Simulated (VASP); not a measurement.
Here is a VASP 6.6.1 calculation.

The input INCAR:

```
SYSTEM = Ir
  ALGO = Normal
  EDIFF = 1E-6
  EDIFFG = -0.005
  ENCUT = 600
  GGA = PE
  IBRION = 2
  ISIF = 4
  ISMEAR = -1
  ISPIN = 2
  LASPH = .True.
  LCHARG = .False.
  LMAXMIX = 4
  LORBIT = 11
  LREAL = .False.
  LWAVE = .False.
  MAGMOM = 0 0
  NELM = 150
  NSW = 50
  PREC = Accurate
  SIGMA = 0.05
```

Contents of KPOINTS:

```
k-points
0
Gamma
  18 18 18
  0 0 0
```

POSCAR

```
Ir
1.0
   -2.3598111195      2.3598111195      1.3395864821
    2.3598111195     -2.3598111195      1.3395864821
    2.3598111195      2.3598111195     -1.3395864821
Ir
2
Direct
   -0.3750000000     -0.1250000000     -0.2500000000
    0.3750000000      0.1250000000      0.2500000000
```

Potentials or basis: VASP PAW PBE potentials, release 64 (Ir).

Launch:

```bash
$ cat potpaw_PBE.64/Ir/POTCAR > POTCAR
$ mpirun -np 1 vasp_std > vasp.out
```

**Question.** Predict the band gap on the k mesh.

**Answer.** Zero (filled and empty bands overlap).

**Question.** Predict the net moment.

**Answer.** 0.00 μB per cell.

Final structure:
```cif
data_structure
_symmetry_space_group_name_H-M 'P 1'
_symmetry_Int_Tables_number 1
_cell_length_a 3.6032
_cell_length_b 3.6032
_cell_length_c 3.6032
_cell_angle_alpha 97.837
_cell_angle_beta 97.837
_cell_angle_gamma 136.658
_cell_volume 29.84
loop_
_atom_site_label
_atom_site_type_symbol
_atom_site_fract_x
_atom_site_fract_y
_atom_site_fract_z
_atom_site_occupancy
Ir1 Ir 0.62500 0.87500 0.75000 1
Ir2 Ir 0.37500 0.12500 0.25000 1
```

Caveat: spin-orbit coupling is left out, which moves the levels of the heavy elements.
